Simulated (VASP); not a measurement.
# TaN (P6_3/mmc) in VASP: a series of runs, part 4 of 4

VASP 6.6.1. The steps go on from the part before.

## 5. Electric field gradients, PBE (equal xx and yy strain of -1 %)

Contents of INCAR:

```
ALGO = Normal ; EDIFF = 1E-8
ENCUT = 520 ; GGA = PE
ISIF = 2 ; ISMEAR = -1
LASPH = T ; LCHARG = F
LEFG = T ; LREAL = F
LWAVE = F ; NBANDS = 24
NELM = 80 ; PREC = Accurate
SIGMA = 0.01
```

Contents of KPOINTS:

```
k-points
0
Gamma
  9 9 5
```

Contents of POSCAR:

```
TaN
1.0
    3.0175219588      0.0000000000      0.0000000000
   -1.5087609794      2.6132506728      0.0000000000
    0.0000000000      0.0000000000      4.9180000000
Ta N
2 2
Direct
    0.0000000000      0.0000000000      0.0000000000
    0.0000000000      0.0000000000      0.5000000000
    0.3333333333      0.6666666667      0.2500000000
    0.6666666667      0.3333333333      0.7500000000
```

Potentials or basis: VASP PAW PBE potentials, release 64 (Ta_pv, N).

Launch:

```console
> cat potpaw_PBE.64/Ta_pv/POTCAR potpaw_PBE.64/N/POTCAR > POTCAR
> mpirun -np 1 vasp_std > vasp.out
```

OUTCAR:

```text
EDIFF = 1E-8
   ENCUT = 520
   GGA = PE
   ISIF = 2
   ISMEAR = -1
   LASPH = T
   LREAL = F
   NELM = 80
   PREC = Accurate

 ion  position               nearest neighbor table
   1  0.000  0.000  0.000-   3 2.13   4 2.13   4 2.13   3 2.13   4 2.13   3 2.13   2 2.46   2 2.46

   2  0.000  0.000  0.500-   3 2.13   4 2.13   4 2.13   3 2.13   4 2.13   3 2.13   1 2.46   1 2.46

   3  0.333  0.667  0.250-   1 2.13   2 2.13   1 2.13   2 2.13   1 2.13   2 2.13
   4  0.667  0.333  0.750-   1 2.13   2 2.13   1 2.13   2 2.13   1 2.13   2 2.13

  LATTYP: Found a hexagonal cell.
 ALAT       =     3.0175219588
 C/A-ratio  =     1.6298141545

  Lattice vectors:

 A1 = (   3.0175219588,   0.0000000000,   0.0000000000)
 A2 = (  -1.5087609794,   2.6132506728,   0.0000000000)
 A3 = (   0.0000000000,   0.0000000000,   4.9180000000)

Analysis of symmetry for initial positions (statically):
=====================================================================
 Subroutine PRICEL returns:
 Original cell was already a primitive cell.

 Routine SETGRP: Setting up the symmetry group for a
 hexagonal supercell.

 Subroutine GETGRP returns: Found 24 space group operations
 (whereof 12 operations were pure point group operations)
 out of a pool of 24 trial point group operations.

The static configuration has the point symmetry D_3d.
 The point group associated with its full space group is D_6h.

Analysis of symmetry for dynamics (positions and initial velocities):
=====================================================================
 Subroutine PRICEL returns:
 Original cell was already a primitive cell.

 Routine SETGRP: Setting up the symmetry group for a
 hexagonal supercell.

 Subroutine GETGRP returns: Found 24 space group operations
 (whereof 12 operations were pure point group operations)
 out of a pool of 24 trial point group operations.

The dynamic configuration has the point symmetry D_3d.
 The point group associated with its full space group is D_6h.

 Subroutine INISYM returns: Found 24 space group operations
 (whereof 12 operations are pure point group operations),
 and found     1 'primitive' translations

----------------------------------------------------------------------------------------

                                     Primitive cell

  volume of cell :      38.7811

  direct lattice vectors                    reciprocal lattice vectors
     3.017521959  0.000000000  0.000000000     0.331397754  0.191332583  0.000000000
    -1.508760979  2.613250673  0.000000000     0.000000000  0.382665165  0.000000000
     0.000000000  0.000000000  4.918000000     0.000000000  0.000000000  0.203334689

  length of vectors
     3.017521959  3.017521959  4.918000000     0.382665165  0.382665165  0.203334689

  position of ions in fractional coordinates (direct lattice)
     0.000000000  0.000000000  0.000000000
     0.000000000  0.000000000  0.500000000
     0.333333333  0.666666667  0.250000000
     0.666666667  0.333333333  0.750000000

  ion indices of the primitive-cell ions
   primitive index   ion index
                 1           1
                 2           2
                 3           3
                 4           4

[... 83 lines left out ...]
   NUPDOWN=      -1.0000    fix difference up-down
   EMIN   =  10.00;   EMAX   =-10.00  energy-range for DOS
   EFERMI =   0.00;   METHOD = LEGACY
   ISMEAR =    -1;   SIGMA  =   0.01  broadening in eV -4-tet -1-fermi 0-gaus
   EFERMI_NEDOS =   21; number of points for ismear=-14 and -15
   IALGO  =     38    algorithm
   IMIX   =      4    mixing-type and parameters
     AMIX     =   0.40;   BMIX     =  1.00
     AMIX_MAG =   1.60;   BMIX_MAG =  1.00
  volume/ion in A,a.u.               =       9.70        65.43
  Fermi-wavevector in a.u.,A,eV,Ry     =   1.535506  2.901685 32.079521  2.357778
  Thomas-Fermi vector in A             =   2.642285
   LORBIT       =      0    0 simple, 1 ext, 2 COOP (PROOUT), +10 PAW based schemes
   GGA     = PE    functional components
   LHFCALC =     F    Hartree Fock is set to
   AEXX    =    0.0000 exact exchange contribution
   IVDW    =     0    specifies the selected vdW correction
   LEPSILON=     F    determine dielectric tensor
   LRPA    =     F    only Hartree local field effects (RPA)
 non-spin polarized calculation
  energy-cutoff  :      520.00
  volume of cell :       38.78
 maximum number of plane-waves:      1087
 NGX is ok and might be reduce to    24
   NGX = 11   NGY = 11   NGZ = 19

 number of electron      32.0000000 magnetization

 Free energy of the ion-electron system (eV)
  ---------------------------------------------------
  ext. energy  EPLUGINS =         0.00000000
  ---------------------------------------------------
  free energy    TOTEN  =       -41.11363286 eV

  energy without entropy =      -41.11236162  energy(sigma->0) =      -41.11299724

 E-fermi :  10.1123     XC(G=0): -13.8664

 val. band max:       10.0924454785   @ k =   0.2222   0.2222   0.4000
 cond. band min:      10.1133631609   @ k =   0.3333   0.2222   0.2000
 fundamental gap:      0.0209176824
 Fermi energy:        10.1122776549

 k-point     1 :       0.0000    0.0000    0.0000
  band No.  band energies     occupation
      1     -27.0621      2.00000
      2     -25.1507      2.00000
      3     -25.1507      2.00000
      4     -24.7730      2.00000
      5     -24.7730      2.00000
      6     -23.9903      2.00000
[... 637 lines left out ...]
     23      17.7578      0.00000
     24      17.7578      0.00000

 [... further k-points ...]
[... 5 lines left out ...]
  --------------------------------------------------------------------------------------
  -------------------------------------------------------------------------------------
  Total        9.6191837      9.6191837     32.3244144      0.0000000     -0.0000000     -0.0000000
  in kB      397.4008282    397.4008282   1335.4302631      0.0000000     -0.0000000     -0.0000000
  external PRESSURE =     710.0773065 kB  Pullay stress =       0.0000000 kB

 VOLUME and BASIS-vectors are now :
 -----------------------------------------------------------------------------
  energy-cutoff  :      520.00
  volume of cell :       38.78
      direct lattice vectors                 reciprocal lattice vectors
     3.017521959  0.000000000  0.000000000     0.331397754  0.191332583  0.000000000
    -1.508760979  2.613250673  0.000000000     0.000000000  0.382665165  0.000000000
     0.000000000  0.000000000  4.918000000     0.000000000  0.000000000  0.203334689

 POSITION                                       TOTAL-FORCE (eV/Angst)
 -----------------------------------------------------------------------------------
      0.00000      0.00000      0.00000        -0.000000      0.000000      0.000000
      0.00000      0.00000      2.45900        -0.000000      0.000000      0.000000
     -0.00000      1.74217      1.22950         0.000000      0.000000     -0.000000
      1.50876      0.87108      3.68850         0.000000     -0.000000      0.000000
 -----------------------------------------------------------------------------------
    total drift:                               -0.000000      0.000000      0.000000

  FREE ENERGIE OF THE ION-ELECTRON SYSTEM (eV)
  ---------------------------------------------------
  free  energy   TOTEN  =       -41.1136328588 eV

  energy  without entropy=      -41.1123616211  energy(sigma->0) =      -41.11299724

 Electric field gradients (V/A^2)
---------------------------------------------------------------------
 ion       V_xx      V_yy      V_zz      V_xy      V_xz      V_yz
---------------------------------------------------------------------
   1      90.558    90.558  -181.116    -0.000    -0.000     0.000
   2      90.558    90.558  -181.116    -0.000     0.000    -0.000
   3      -1.810    -1.809     3.619     0.001     0.000    -0.000
   4      -1.810    -1.809     3.619     0.001    -0.000     0.000
---------------------------------------------------------------------

 Electric field gradients after diagonalization (V/A^2)
 (convention: |V_zz| > |V_xx| > |V_yy|)
----------------------------------------------------------------------
 ion       V_xx      V_yy      V_zz     asymmetry (V_yy - V_xx)/ V_zz
----------------------------------------------------------------------
   1      90.558    90.558  -181.116       0.000
   2      90.558    90.558  -181.116       0.000
   3      -1.810    -1.808     3.619       0.001
   4      -1.810    -1.808     3.619       0.001
----------------------------------------------------------------------

           NMR quadrupolar parameters

 Cq : quadrupolar parameter    Cq=e*Q*V_zz/h
 eta: asymmetry parameters     (V_yy - V_xx)/ V_zz
 Q  : nuclear electric quadrupole moment in mb (millibarn)
----------------------------------------------------------------------
 ion       Cq(MHz)       eta       Q (mb)
----------------------------------------------------------------------
   1      -0.438       0.000       1.000
   2      -0.438       0.000       1.000
   3       0.009       0.001       1.000
   4       0.009       0.001       1.000
----------------------------------------------------------------------
```

OSZICAR:

```text
N       E                     dE             d eps       ncg     rms          rms(c)
DAV:   1     0.281521201938E+03    0.28152E+03   -0.17430E+04  1728   0.143E+03
DAV:   2    -0.327788824292E+02   -0.31430E+03   -0.29931E+03  2112   0.426E+02
DAV:   3    -0.463300945403E+02   -0.13551E+02   -0.13343E+02  2160   0.856E+01
DAV:   4    -0.464782028399E+02   -0.14811E+00   -0.14775E+00  1992   0.932E+00
DAV:   5    -0.464798853790E+02   -0.16825E-02   -0.16813E-02  2232   0.814E-01    0.423E+01
DAV:   6    -0.412770133812E+02    0.52029E+01   -0.18971E+01  2072   0.310E+01    0.191E+01
DAV:   7    -0.411589967572E+02    0.11802E+00   -0.11082E+00  1928   0.756E+00    0.113E+01
DAV:   8    -0.411199616398E+02    0.39035E-01   -0.11465E-01  2112   0.253E+00    0.155E+00
DAV:   9    -0.411138029131E+02    0.61587E-02   -0.17421E-02  2040   0.846E-01    0.405E-01
DAV:  10    -0.411137201696E+02    0.82743E-04   -0.19696E-03  2104   0.362E-01    0.782E-02
DAV:  11    -0.411136332270E+02    0.86943E-04   -0.20401E-04  2072   0.117E-01    0.121E-02
DAV:  12    -0.411136340569E+02   -0.82986E-06   -0.76467E-06  2080   0.210E-02    0.650E-03
DAV:  13    -0.411136329559E+02    0.11010E-05   -0.57468E-07  2088   0.486E-03    0.356E-03
DAV:  14    -0.411136328372E+02    0.11876E-06   -0.38068E-08  1856   0.158E-03    0.941E-04
DAV:  15    -0.411136328244E+02    0.12781E-07   -0.84073E-09  1192   0.605E-04    0.325E-04
DAV:  16    -0.411136328526E+02   -0.28234E-07   -0.16247E-09   984   0.302E-04    0.460E-05
DAV:  17    -0.411136328588E+02   -0.62155E-08   -0.24042E-10   968   0.103E-04
   1 F= -.41113633E+02 E0= -.41112997E+02  d E =-.127124E-02
```

Run time: 61 s. Hardware: 1 thread of AMD EPYC 7R13, shared host; peak memory 0.15 GiB.

What came out:

```
Free energy            : -41.1136 eV
Pressure               : 71.0 GPa
Band gap on the k mesh : zero (band 16 reaches 10.70 eV, above the bottom of band 17 at 8.33 eV)
```

Electric field gradients, principal values (V/Å²):
```tsv
atom	least	middle	greatest (by size)
1 Ta	90.558	90.558	-181.116
2 Ta	90.558	90.558	-181.116
3 N	-1.808	-1.810	3.619
4 N	-1.808	-1.810	3.619
```

Caveat: the cell differs from its parent crystal (equal xx and yy strain of -1 %); without QUAD_EFG the Cq values of the log hold for a quadrupole moment of 1 mb, not for the nuclei; spin-orbit coupling is left out, which moves the levels of the heavy elements.

## 6. Electric field gradients, PBE (equal xx and yy strain of +2 %)

Contents of INCAR:

```
SYSTEM = TaN
ALGO = Normal ; EDIFF = 1E-8
ENCUT = 520 ; GGA = PE
ISIF = 2 ; ISMEAR = -1
LASPH = .TRUE. ; LCHARG = .FALSE.
LEFG = .TRUE. ; LREAL = .FALSE.
LWAVE = .FALSE. ; NBANDS = 24
NELM = 80 ; PREC = Accurate
SIGMA = 0.01
```

Contents of KPOINTS:

```
k-points
0
G
  9 9 5
  0 0 0
```

Edit POSCAR of step 5 so:

```diff
@@ -2,4 +2,4 @@
 1.0
-    3.0175219588      0.0000000000      0.0000000000
-   -1.5087609794      2.6132506728      0.0000000000
+    3.1089620182      0.0000000000      0.0000000000
+   -1.5544810091      2.6924400871      0.0000000000
     0.0000000000      0.0000000000      4.9180000000
```

Potentials or basis: VASP PAW PBE potentials, release 64 (Ta_pv, N).

Launch:

```console
> cat potpaw_PBE.64/Ta_pv/POTCAR potpaw_PBE.64/N/POTCAR > POTCAR
> mpirun -np 1 vasp_std > vasp.out
```

OUTCAR:

```text
SYSTEM = TaN
   EDIFF = 1E-8
   ENCUT = 520
   GGA = PE
   ISIF = 2
   ISMEAR = -1
   LASPH = .TRUE.
   LREAL = .FALSE.
   NELM = 80
   PREC = Accurate

 ion  position               nearest neighbor table
   1  0.000  0.000  0.000-   3 2.18   4 2.18   3 2.18   4 2.18   4 2.18   3 2.18   2 2.46   2 2.46

   2  0.000  0.000  0.500-   3 2.18   4 2.18   3 2.18   4 2.18   4 2.18   3 2.18   1 2.46   1 2.46

   3  0.333  0.667  0.250-   1 2.18   2 2.18   1 2.18   2 2.18   1 2.18   2 2.18
   4  0.667  0.333  0.750-   1 2.18   2 2.18   1 2.18   2 2.18   1 2.18   2 2.18

  LATTYP: Found a hexagonal cell.
 ALAT       =     3.1089620182
 C/A-ratio  =     1.5818784441

  Lattice vectors:

 A1 = (   3.1089620182,   0.0000000000,   0.0000000000)
 A2 = (  -1.5544810091,   2.6924400871,   0.0000000000)
 A3 = (   0.0000000000,   0.0000000000,   4.9180000000)

Analysis of symmetry for initial positions (statically):
=====================================================================
 Subroutine PRICEL returns:
 Original cell was already a primitive cell.

 Routine SETGRP: Setting up the symmetry group for a
 hexagonal supercell.
[... 852 lines left out ...]
      0.00000      0.00000      2.45900         0.000000      0.000000     -0.000000
     -0.00000      1.79496      1.22950        -0.000000     -0.000000      0.000000
      1.55448      0.89748      3.68850         0.000000      0.000000     -0.000000
 -----------------------------------------------------------------------------------
    total drift:                               -0.000000      0.000000      0.000000

  FREE ENERGIE OF THE ION-ELECTRON SYSTEM (eV)
  ---------------------------------------------------
  free  energy   TOTEN  =       -41.5371714512 eV

  energy  without entropy=      -41.5344702782  energy(sigma->0) =      -41.53582086

 Electric field gradients (V/A^2)
---------------------------------------------------------------------
 ion       V_xx      V_yy      V_zz      V_xy      V_xz      V_yz
---------------------------------------------------------------------
   1      86.223    86.223  -172.446    -0.000    -0.000     0.000
   2      86.223    86.223  -172.446    -0.000     0.000    -0.000
   3      -2.834    -2.834     5.668    -0.000     0.000    -0.000
   4      -2.834    -2.834     5.668    -0.000     0.000     0.000
---------------------------------------------------------------------

 Electric field gradients after diagonalization (V/A^2)
 (convention: |V_zz| > |V_xx| > |V_yy|)
----------------------------------------------------------------------
 ion       V_xx      V_yy      V_zz     asymmetry (V_yy - V_xx)/ V_zz
----------------------------------------------------------------------
   1      86.223    86.223  -172.446       0.000
   2      86.223    86.223  -172.446       0.000
   3      -2.834    -2.834     5.668       0.000
   4      -2.834    -2.834     5.668       0.000
----------------------------------------------------------------------

           NMR quadrupolar parameters

 Cq : quadrupolar parameter    Cq=e*Q*V_zz/h
 eta: asymmetry parameters     (V_yy - V_xx)/ V_zz
 Q  : nuclear electric quadrupole moment in mb (millibarn)
----------------------------------------------------------------------
 ion       Cq(MHz)       eta       Q (mb)
----------------------------------------------------------------------
   1      -0.417       0.000       1.000
   2      -0.417       0.000       1.000
   3       0.014       0.000       1.000
   4       0.014       0.000       1.000
----------------------------------------------------------------------
```

OSZICAR:

```text
N       E                     dE             d eps       ncg     rms          rms(c)
DAV:   1     0.269404533153E+03    0.26940E+03   -0.17241E+04  1728   0.142E+03
DAV:   2    -0.334069162735E+02   -0.30281E+03   -0.28858E+03  2096   0.411E+02
DAV:   3    -0.466897129499E+02   -0.13283E+02   -0.13061E+02  2176   0.841E+01
DAV:   4    -0.468459462661E+02   -0.15623E+00   -0.15607E+00  1920   0.940E+00
DAV:   5    -0.468480532185E+02   -0.21070E-02   -0.21046E-02  2240   0.873E-01    0.378E+01
DAV:   6    -0.417608048597E+02    0.50872E+01   -0.20033E+01  2064   0.306E+01    0.170E+01
DAV:   7    -0.415873620547E+02    0.17344E+00   -0.12009E+00  1904   0.788E+00    0.106E+01
DAV:   8    -0.415478957562E+02    0.39466E-01   -0.17057E-01  2112   0.301E+00    0.149E+00
DAV:   9    -0.415373274072E+02    0.10568E-01   -0.32611E-02  2048   0.111E+00    0.464E-01
DAV:  10    -0.415372362107E+02    0.91196E-04   -0.25486E-03  2064   0.407E-01    0.728E-02
DAV:  11    -0.415371725351E+02    0.63676E-04   -0.12637E-04  2008   0.877E-02    0.199E-02
DAV:  12    -0.415371724320E+02    0.10308E-06   -0.13568E-05  2200   0.220E-02    0.438E-03
DAV:  13    -0.415371715559E+02    0.87613E-06   -0.58213E-07  2016   0.554E-03    0.336E-03
DAV:  14    -0.415371714004E+02    0.15547E-06   -0.74157E-08  2056   0.237E-03    0.810E-04
DAV:  15    -0.415371714116E+02   -0.11130E-07   -0.77865E-09  1248   0.612E-04    0.239E-04
DAV:  16    -0.415371714455E+02   -0.33931E-07   -0.15482E-09  1104   0.304E-04    0.707E-05
DAV:  17    -0.415371714512E+02   -0.56848E-08   -0.12075E-10  1008   0.834E-05
   1 F= -.41537171E+02 E0= -.41535821E+02  d E =-.270117E-02
```

stdout:

```text
POSCAR found type information on POSCAR TaN
 POSCAR found :  2 types and       4 ions
 scaLAPACK will be used
 LDA part: xc-table for (Slater+PW92), standard interpolation
 POSCAR, INCAR and KPOINTS ok, starting setup
 FFT: planning ... GRIDC
 FFT: planning ... GRID_SOFT
 FFT: planning ... GRID
 WAVECAR not read
 entering main loop
ion   1

ion   2

ion   3

ion   4
```

It took 57 s on 1 thread of AMD EPYC 7R13, shared host; peak memory 0.15 GiB.

Results:

```
Free energy            : -41.5372 eV
Pressure               : 43.4 GPa
Band gap on the k mesh : zero (band 16 reaches 10.22 eV, above the bottom of band 17 at 7.53 eV)
```

Electric field gradients, principal values (V/Å²):
```tsv
atom	least	middle	greatest (by size)
1 Ta	86.223	86.223	-172.446
2 Ta	86.223	86.223	-172.446
3 N	-2.834	-2.834	5.668
4 N	-2.834	-2.834	5.668
```

Caveat: the cell differs from its parent crystal (equal xx and yy strain of +2 %); without QUAD_EFG the Cq values of the log hold for a quadrupole moment of 1 mb, not for the nuclei; spin-orbit coupling is left out, which moves the levels of the heavy elements.

## 7. Summary

| cell | gap on the mesh (eV) | pressure (GPa) |
| --- | --- | --- |
| a = 3.048, b = 3.048, c = 5.016 Å, angles 90.0, 90.0, 120.0°, 4 atoms | none | 48.2 |
| a = 3.018, b = 3.018, c = 4.918 Å, angles 90.0, 90.0, 120.0°, 4 atoms | none | 71.0 |
| a = 3.109, b = 3.109, c = 4.918 Å, angles 90.0, 90.0, 120.0°, 4 atoms | none | 43.4 |

Alike in all rows: task electric field gradients; level PBE; potentials or basis VASP PAW PBE potentials, release 64 (Ta_pv, N); no spin polarisation; k mesh 9 × 9 × 5; cutoff (eV) 520; smearing fermi-dirac 0.01 eV.

Caveats: spin-orbit coupling is left out, which moves the levels of the heavy elements.

Total energies depend on the potentials used, so only differences within one code and one set of settings carry meaning.
